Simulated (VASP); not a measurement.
# Ti (P6/mmm) in VASP: further runs

Ti is run at these levels: PBEsol; tasks: single point.

Program: VASP 6.6.1. These are calculated values, not measurements. Logs are shortened: lines on timing, memory, paths and dates and some standing lists are left out, and cuts for length are marked.

## 1. The cell of the first run

It takes space group P6/mmm (No. 191, hexagonal). Conventional cell: a = 4.380 Å, b = 4.380 Å, c = 2.731 Å, α = 90.00°, β = 90.00°, γ = 120.00°. Within 3.6 Å of Ti (site symmetry 6/mmm) lie 14 Ti at 2.73 to 2.87 Å. Ti (site symmetry -6m2) has 11 Ti at 2.53 to 2.87 Å within 3.3 Å.

## 2. Single point, PBEsol

INCAR reads:

```
SYSTEM = Ti
  PREC = Accurate
  ENCUT = 520
  EDIFF = 1E-6
  ISMEAR = 0
  SIGMA = 0.15
  LREAL = .False.
  LASPH = .True.
  NELM = 100
  ALGO = Fast
  ISIF = 2
  LWAVE = .False.
  LCHARG = .False.
  GGA = PS
  NBANDS = 25
```

KPOINTS reads:

```
Automatic mesh
0
Gamma
  12 12 14
  0 0 0
```

POSCAR reads:

```
Ti
1.0
    4.3795000000      0.0000000000      0.0000000000
   -2.1897500000      3.7927582559      0.0000000000
    0.0000000000      0.0000000000      2.7312000000
Ti
3
Direct
    0.0000000000      0.0000000000      0.0000000000
    0.3333333333      0.6666666667      0.5000000000
    0.6666666667      0.3333333333      0.5000000000
```

Potentials or basis: VASP PAW PBE potentials, release 64 (Ti_sv).

Run with:

```console
$ cat potpaw_PBE.64/Ti_sv/POTCAR > POTCAR
$ mpirun -np 1 vasp_std > vasp.out
```

OUTCAR:

```text
SYSTEM = Ti
   PREC = Accurate
   ENCUT = 520
   EDIFF = 1E-6
   ISMEAR = 0
   LREAL = .False.
   LASPH = .True.
   NELM = 100
   ISIF = 2
   GGA = PS

 ion  position               nearest neighbor table
   1  0.000  0.000  0.000-   2 2.87   3 2.87   2 2.87   3 2.87   3 2.87   3 2.87   2 2.87   2 2.87
                             3 2.87   3 2.87   2 2.87   2 2.87
   2  0.333  0.667  0.500-   3 2.53   3 2.53   3 2.53   1 2.87   1 2.87   1 2.87   1 2.87   1 2.87
                             1 2.87
   3  0.667  0.333  0.500-   2 2.53   2 2.53   2 2.53   1 2.87   1 2.87   1 2.87   1 2.87   1 2.87
                             1 2.87

  LATTYP: Found a hexagonal cell.
 ALAT       =     4.3795000000
 C/A-ratio  =     0.6236328348

  Lattice vectors:

 A1 = (   4.3795000000,   0.0000000000,   0.0000000000)
 A2 = (  -2.1897500000,   3.7927582559,   0.0000000000)
 A3 = (   0.0000000000,   0.0000000000,   2.7312000000)

Analysis of symmetry for initial positions (statically):
=====================================================================
 Subroutine PRICEL returns:
 Original cell was already a primitive cell.

 Routine SETGRP: Setting up the symmetry group for a
 hexagonal supercell.

 Subroutine GETGRP returns: Found 24 space group operations
 (whereof 24 operations were pure point group operations)
 out of a pool of 24 trial point group operations.

The static configuration has the point symmetry D_6h.

Analysis of symmetry for dynamics (positions and initial velocities):
=====================================================================
 Subroutine PRICEL returns:
 Original cell was already a primitive cell.

 Routine SETGRP: Setting up the symmetry group for a
 hexagonal supercell.

 Subroutine GETGRP returns: Found 24 space group operations
 (whereof 24 operations were pure point group operations)
 out of a pool of 24 trial point group operations.

The dynamic configuration has the point symmetry D_6h.

 Subroutine INISYM returns: Found 24 space group operations
 (whereof 24 operations are pure point group operations),
 and found     1 'primitive' translations

----------------------------------------------------------------------------------------

                                     Primitive cell

  volume of cell :      45.3663

  direct lattice vectors                    reciprocal lattice vectors
     4.379500000  0.000000000  0.000000000     0.228336568  0.131830179  0.000000000
    -2.189750000  3.792758256  0.000000000     0.000000000  0.263660358  0.000000000
     0.000000000  0.000000000  2.731200000     0.000000000  0.000000000  0.366139426

  length of vectors
     4.379500000  4.379500000  2.731200000     0.263660358  0.263660358  0.366139426

  position of ions in fractional coordinates (direct lattice)
     0.000000000  0.000000000  0.000000000
     0.333333333  0.666666667  0.500000000
     0.666666667  0.333333333  0.500000000

  ion indices of the primitive-cell ions
   primitive index   ion index
                 1           1
                 2           2
                 3           3

----------------------------------------------------------------------------------------

 KPOINTS: Automatic mesh

Automatic generation of k-mesh.
 Grid dimensions read from file:
 generate k-points for:   12   12   14

 Generating k-lattice:

  Cartesian coordinates                     Fractional coordinates (reciprocal lattice)
     0.019028047  0.010985848  0.000000000     0.083333333  0.000000000  0.000000000
     0.000000000  0.021971697  0.000000000     0.000000000  0.083333333  0.000000000
     0.000000000  0.000000000  0.026152816     0.000000000  0.000000000  0.071428571

  Length of vectors
     0.021971697  0.021971697  0.026152816

  Shift w.r.t. Gamma in fractional coordinates (k-lattice)
     0.000000000  0.000000000  0.000000000

 Subroutine IBZKPT returns following result:
 ===========================================

 Found    152 irreducible k-points:

 Following reciprocal coordinates:
            Coordinates               Weight
[... 43 lines left out ...]

  energy without entropy =      -24.90831436  energy(sigma->0) =      -24.92389805

 E-fermi :   9.6297     XC(G=0): -12.3139

 val. band max:        9.6295451939   @ k =   0.2500   0.2500   0.3571
 cond. band min:       9.6309950094   @ k =   0.1667   0.0000   0.0000
 fundamental gap:      0.0014498155
 Fermi energy:         9.6296885987

 k-point     1 :       0.0000    0.0000    0.0000
  band No.  band energies     occupation
      1     -46.7995      2.00000
      2     -46.5343      2.00000
      3     -46.2913      2.00000
      4     -23.2582      2.00000
      5     -23.2582      2.00000
      6     -23.2501      2.00000
[... 17 lines left out ...]
     24      11.7095      0.00000
     25      11.7214      0.00000

 k-point     2 :       0.0833    0.0000    0.0000
  band No.  band energies     occupation
      1     -46.7964      2.00000
      2     -46.5332      2.00000
      3     -46.2959      2.00000
      4     -23.3412      2.00000
      5     -23.3300      2.00000
      6     -23.1654      2.00000
[... 17 lines left out ...]
     24      11.4252      0.00000
     25      11.9896      0.00000

 k-point     3 :       0.1667    0.0000    0.0000
  band No.  band energies     occupation
      1     -46.7880      2.00000
      2     -46.5292      2.00000
      3     -46.3090      2.00000
      4     -23.4209      2.00000
      5     -23.3721      2.00000
      6     -23.0808      2.00000
[... 17 lines left out ...]
     24      11.3688      0.00000
     25      12.3205      0.00000

 k-point     4 :       0.2500   -0.0000    0.0000
  band No.  band energies     occupation
      1     -46.7766      2.00000
      2     -46.5214      2.00000
      3     -46.3292      2.00000
      4     -23.4885      2.00000
      5     -23.3742      2.00000
      6     -23.0062      2.00000
[... 17 lines left out ...]
     24      11.6739      0.00000
     25      12.6044      0.00000
[... 477 lines left out ...]
 k-point    22 :       0.1667    0.0000    0.0714
  band No.  band energies     occupation
      1     -46.7823      2.00000
      2     -46.5265      2.00000
      3     -46.3050      2.00000
      4     -23.4115      2.00000
      5     -23.3641      2.00000
      6     -23.0788      2.00000
[... 17 lines left out ...]
     24      11.3923      0.00000
     25      12.4298      0.00000

 k-point    23 :       0.2500   -0.0000    0.0714
  band No.  band energies     occupation
      1     -46.7714      2.00000
      2     -46.5182      2.00000
      3     -46.3252      2.00000
      4     -23.4780      2.00000
      5     -23.3670      2.00000
      6     -23.0063      2.00000
[... 17 lines left out ...]
     24      11.6508      0.00000
     25      12.7636      0.00000

 k-point    24 :       0.3333    0.0000    0.0714
  band No.  band energies     occupation
      1     -46.7607      2.00000
      2     -46.5056      2.00000
      3     -46.3495      2.00000
      4     -23.5285      2.00000
      5     -23.3305      2.00000
      6     -22.9598      2.00000
[... 17 lines left out ...]
     24      12.0192      0.00000
     25      12.6327      0.00000

 [... further k-points ...]
[... 5 lines left out ...]
  --------------------------------------------------------------------------------------
  -------------------------------------------------------------------------------------
  Total        3.2426074      3.2426074      3.1088653     -0.0000000      0.0000000     -0.0000000
  in kB      114.5174721    114.5174721    109.7941744     -0.0000000      0.0000000     -0.0000000
  external PRESSURE =     112.9430396 kB  Pullay stress =       0.0000000 kB

 VOLUME and BASIS-vectors are now :
 -----------------------------------------------------------------------------
  energy-cutoff  :      520.00
  volume of cell :       45.37
      direct lattice vectors                 reciprocal lattice vectors
     4.379500000  0.000000000  0.000000000     0.228336568  0.131830179  0.000000000
    -2.189750000  3.792758256  0.000000000     0.000000000  0.263660358  0.000000000
     0.000000000  0.000000000  2.731200000     0.000000000  0.000000000  0.366139426

 POSITION                                       TOTAL-FORCE (eV/Angst)
 -----------------------------------------------------------------------------------
      0.00000      0.00000      0.00000         0.000000      0.000000     -0.000000
     -0.00000      2.52851      1.36560         0.000000      0.000000      0.000000
      2.18975      1.26425      1.36560        -0.000000      0.000000     -0.000000
 -----------------------------------------------------------------------------------
    total drift:                                0.000000      0.000000     -0.000000

  FREE ENERGIE OF THE ION-ELECTRON SYSTEM (eV)
  ---------------------------------------------------
  free  energy   TOTEN  =       -24.9394817516 eV

  energy  without entropy=      -24.9083143551  energy(sigma->0) =      -24.92389805
```

It took 5.3 min on 1 thread of Intel Xeon Platinum 8375C at 2.90GHz (Ice Lake), shared host; peak memory 0.25 GiB.

Results:

* Free energy: -24.9395 eV
* Pressure: 11.3 GPa
* Band gap on the k mesh: zero (band 18 reaches 9.93 eV, above the bottom of band 19 at 9.48 eV)

Caveat: the PAW data sets were made with another functional, which shifts forces and pressure a little.

## 3. Single point, PBEsol

This run uses another cell than the first one, of 16.72 Å³/atom, 1.105 times its volume.

INCAR reads:

```
PREC = Accurate
ENCUT = 520
EDIFF = 1E-6
ISMEAR = 0
SIGMA = 0.15
LREAL = False
LASPH = True
NELM = 100
ALGO = Fast
ISIF = 2
LWAVE = False
LCHARG = True
GGA = PS
LELF = True
LVHAR = True
NBANDS = 25
```

KPOINTS reads:

```
Automatic mesh
0
Gamma
  12 12 14
```

POSCAR reads:

```
Ti
1.0
    4.4607000000      0.0000000000      0.0000000000
   -2.2303500000      3.8630795187      0.0000000000
    0.0000000000      0.0000000000      2.9102000000
Ti
3
Direct
    0.0000000000      0.0000000000      0.0000000000
    0.3333333333      0.6666666667      0.5000000000
    0.6666666667      0.3333333333      0.5000000000
```

Potentials or basis: VASP PAW PBE potentials, release 64 (Ti_sv).

Run with:

```console
$ cat potpaw_PBE.64/Ti_sv/POTCAR > POTCAR
$ mpirun -np 1 vasp_std > vasp.out
```

Run time: 11 min. Hardware: 1 thread of Intel Xeon Platinum 8375C at 2.90GHz (Ice Lake), shared host; peak memory 0.27 GiB.

It converged, with:

* Free energy: -25.0189 eV
* Pressure: -2.1 GPa
* Band gap on the k mesh: zero (band 18 reaches 8.86 eV, above the bottom of band 19 at 8.39 eV)

Stress tensor (GPa, compression positive):
```
 0.97  0.00  0.00
 0.00  0.97  0.00
 0.00  0.00 -8.20
```

Levels at points of the mesh, in eV from the Fermi level:
| k point | band 14 | band 15 | band 16 | band 17 | band 18 | band 19 | band 20 | band 21 | band 22 | band 23 |
| --- | --- | --- | --- | --- | --- | --- | --- | --- | --- | --- |
| (0.00, 0.00, 0.00) | -2.10 | -0.66 | -0.66 | -0.55 | -0.55 | 0.24 | 0.96 | 1.34 | 1.35 | 1.54 |
| (0.50, 0.00, 0.00) | -3.51 | -2.69 | -0.46 | -0.31 | -0.29 | 0.14 | 0.61 | 0.77 | 1.43 | 1.63 |
| (0.00, 0.00, 0.50) | -2.18 | -2.18 | -2.01 | -1.70 | -1.70 | 1.20 | 1.20 | 1.25 | 1.25 | 3.06 |
| (0.50, 0.00, 0.50) | -2.19 | -1.70 | -1.23 | -0.91 | -0.75 | 0.37 | 0.72 | 0.85 | 1.02 | 2.28 |

Caveat: the PAW data sets were made with another functional, which shifts forces and pressure a little.

## 4. Single point, PBEsol

This run uses another cell than the first one, of 16.76 Å³/atom, 1.108 times its volume.

INCAR reads:

```
PREC = Accurate
ENCUT = 520
EDIFF = 1E-6
ISMEAR = 0
SIGMA = 0.15
LREAL = False
LASPH = True
NELM = 60
ALGO = Fast
ISIF = 2
LWAVE = False
LCHARG = False
GGA = PS
NBANDS = 25
```

KPOINTS is that of step 3.

POSCAR reads:

```
Ti
1.0
    4.4878000000      0.0000000000      0.0000000000
   -2.2439000000      3.8865488071      0.0000000000
    0.0000000000      0.0000000000      2.8823000000
Ti
3
Direct
    0.0000000000      0.0000000000      0.0000000000
    0.3333333333      0.6666666667      0.5000000000
    0.6666666667      0.3333333333      0.5000000000
```

Run with:

```console
$ cat potpaw_PBE.64/Ti_sv/POTCAR > POTCAR
$ mpirun -np 1 vasp_std > vasp.out
```

Run time: 11 min. Hardware: 1 thread of Intel Xeon Platinum 8375C at 2.90GHz (Ice Lake), shared host; peak memory 0.28 GiB.

The run converged. Its results:

```yaml
Free_energy: -25.0428 eV
Pressure: -2.4 GPa
Band_gap_on_the_k_mesh: zero (band 18 reaches 8.80 eV, above the bottom of band 19 at 8.37 eV)
```

Stress tensor (GPa, compression positive):
```
-0.29  0.00  0.00
 0.00 -0.29  0.00
 0.00  0.00 -6.76
```

Levels at points of the mesh, in eV from the Fermi level:
| k point | band 14 | band 15 | band 16 | band 17 | band 18 | band 19 | band 20 | band 21 | band 22 | band 23 |
| --- | --- | --- | --- | --- | --- | --- | --- | --- | --- | --- |
| (0.00, 0.00, 0.00) | -2.07 | -0.68 | -0.68 | -0.57 | -0.57 | 0.16 | 0.88 | 1.33 | 1.33 | 1.63 |
| (0.50, 0.00, 0.00) | -3.54 | -2.69 | -0.45 | -0.34 | -0.31 | 0.11 | 0.71 | 0.74 | 1.35 | 1.72 |
| (0.00, 0.00, 0.50) | -2.17 | -2.17 | -1.93 | -1.69 | -1.69 | 1.19 | 1.19 | 1.22 | 1.22 | 3.04 |
| (0.50, 0.00, 0.50) | -2.18 | -1.71 | -1.22 | -0.83 | -0.73 | 0.36 | 0.75 | 0.88 | 1.03 | 2.28 |

Caveat: the PAW data sets were made with another functional, which shifts forces and pressure a little.

## 5. Single point, PBEsol

This run uses another cell than the first one, of 16.77 Å³/atom, 1.109 times its volume.

INCAR reads:

```
SYSTEM = Ti
PREC = Accurate ; ENCUT = 520
EDIFF = 1E-6 ; ISMEAR = 0
SIGMA = 0.15 ; LREAL = .FALSE.
LASPH = .TRUE. ; NELM = 80
ALGO = Fast ; ISIF = 2
LWAVE = .FALSE. ; LCHARG = .TRUE.
GGA = PS ; LELF = .TRUE.
LVHAR = .TRUE. ; NBANDS = 25
```

KPOINTS reads:

```
regular mesh
0
G
  12 12 14
  0 0 0
```

POSCAR reads:

```
Ti
1.0
    4.6504000000      0.0000000000      0.0000000000
   -2.3252000000      4.0273645378      0.0000000000
    0.0000000000      0.0000000000      2.6864000000
Ti
3
Direct
    0.0000000000      0.0000000000      0.0000000000
    0.3333333333      0.6666666667      0.5000000000
    0.6666666667      0.3333333333      0.5000000000
```

Run with:

```console
$ cat potpaw_PBE.64/Ti_sv/POTCAR > POTCAR
$ mpirun -np 1 vasp_std > vasp.out
```

Wall time 9.2 min (1 thread of Intel Xeon Platinum 8375C at 2.90GHz (Ice Lake), shared host); peak memory 0.27 GiB.

It converged, with:

```yaml
Free_energy: -24.9674 eV
Pressure: -1.8 GPa
Band_gap_on_the_k_mesh: zero (band 18 reaches 8.38 eV, above the bottom of band 19 at 8.04 eV)
```

Stress tensor (GPa, compression positive):
```
-6.17  0.00  0.00
 0.00 -6.17  0.00
 0.00  0.00  6.93
```

Levels at points of the mesh, in eV from the Fermi level:
```csv
k point,band 14,band 15,band 16,band 17,band 18,band 19,band 20,band 21,band 22,band 23
"(0.00, 0.00, 0.00)",-1.86,-0.71,-0.71,-0.63,-0.63,-0.31,0.37,1.34,1.34,2.37
"(0.50, 0.00, 0.00)",-3.59,-2.60,-0.51,-0.44,-0.34,0.00,0.28,0.96,1.71,2.49
"(0.00, 0.00, 0.50)",-2.06,-1.77,-1.54,-1.54,-1.24,0.90,0.90,1.48,1.48,3.05
"(0.50, 0.00, 0.50)",-2.00,-1.74,-1.11,-0.54,-0.23,0.39,1.07,1.24,1.29,2.35
```

Caveat: the PAW data sets were made with another functional, which shifts forces and pressure a little.

## 6. Single point, PBEsol

This run uses another cell than the first one, of 16.75 Å³/atom, 1.108 times its volume.

INCAR reads:

```
SYSTEM = Ti
ALGO     = Fast           ! electronic algorithm
EDIFF    = 1E-6           ! SCF threshold, eV
ENCUT    = 520            ! plane-wave cutoff, eV
GGA      = PS             ! functional
ISIF     = 2              ! what is computed and relaxed
ISMEAR   = 0              ! smearing method
LASPH    = .TRUE.         ! aspherical terms in the spheres
LCHARG   = .FALSE.        ! write CHGCAR
LREAL    = .FALSE.        ! projectors in reciprocal space
LWAVE    = .FALSE.        ! write WAVECAR
NBANDS   = 25             ! bands
NELM     = 80             ! most SCF steps
PREC     = Accurate       ! precision mode
SIGMA    = 0.15           ! smearing width, eV
```

KPOINTS reads:

```
k-points
0
G
  12 12 14
  0 0 0
```

POSCAR reads:

```
Ti
1.0
    4.6233000000      0.0000000000      0.0000000000
   -2.3116500000      4.0038952493      0.0000000000
    0.0000000000      0.0000000000      2.7144000000
Ti
3
Direct
    0.0000000000      0.0000000000      0.0000000000
    0.3333333333      0.6666666667      0.5000000000
    0.6666666667      0.3333333333      0.5000000000
```

Potentials or basis: VASP PAW PBE potentials, release 64 (Ti_sv).

Run with:

```console
$ cat potpaw_PBE.64/Ti_sv/POTCAR > POTCAR
$ mpirun -np 1 vasp_std > vasp.out
```

Run time: 7.7 min. Hardware: 1 thread of Intel Xeon Platinum 8375C at 2.90GHz (Ice Lake), shared host; peak memory 0.26 GiB.

Results (log left out):

```
Free energy            : -25.0084 eV
Pressure               : -1.9 GPa
Band gap on the k mesh : zero (band 18 reaches 8.46 eV, above the bottom of band 19 at 8.15 eV)
```

Stress tensor (GPa, compression positive):
```
-5.43  0.00  0.00
 0.00 -5.43  0.00
 0.00  0.00  5.05
```

Levels at points of the mesh, in eV from the Fermi level:
```csv
k point,band 14,band 15,band 16,band 17,band 18,band 19,band 20,band 21,band 22,band 23
"(0.00, 0.00, 0.00)",-1.89,-0.71,-0.71,-0.62,-0.62,-0.24,0.45,1.34,1.34,2.25
"(0.50, 0.00, 0.00)",-3.58,-2.62,-0.49,-0.41,-0.36,0.02,0.35,1.02,1.56,2.37
"(0.00, 0.00, 0.50)",-2.08,-1.88,-1.57,-1.57,-1.36,0.94,0.94,1.43,1.43,3.05
"(0.50, 0.00, 0.50)",-2.03,-1.74,-1.13,-0.57,-0.33,0.38,1.01,1.20,1.22,2.34
```

Caveat: the PAW data sets were made with another functional, which shifts forces and pressure a little.

## 7. The runs side by side

```tsv
cell	gap on the mesh (eV)	pressure (GPa)
a = 4.380, b = 4.380, c = 2.731 Å, angles 90.0, 90.0, 120.0°, 3 atoms	none	11.3
a = 4.461, b = 4.461, c = 2.910 Å, angles 90.0, 90.0, 120.0°, 3 atoms	none	-2.1
a = 4.488, b = 4.488, c = 2.882 Å, angles 90.0, 90.0, 120.0°, 3 atoms	none	-2.4
a = 4.650, b = 4.650, c = 2.686 Å, angles 90.0, 90.0, 120.0°, 3 atoms	none	-1.8
a = 4.623, b = 4.623, c = 2.714 Å, angles 90.0, 90.0, 120.0°, 3 atoms	none	-1.9
```

Alike in all rows: task single point; level PBEsol; potentials or basis VASP PAW PBE potentials, release 64 (Ti_sv); no spin polarisation; k mesh 12 × 12 × 14; cutoff (eV) 520; smearing gaussian 0.15 eV.

Caveats: the PAW data sets were made with another functional, which shifts forces and pressure a little.

Total energies depend on the potentials used, so only differences within one code and one set of settings carry meaning.
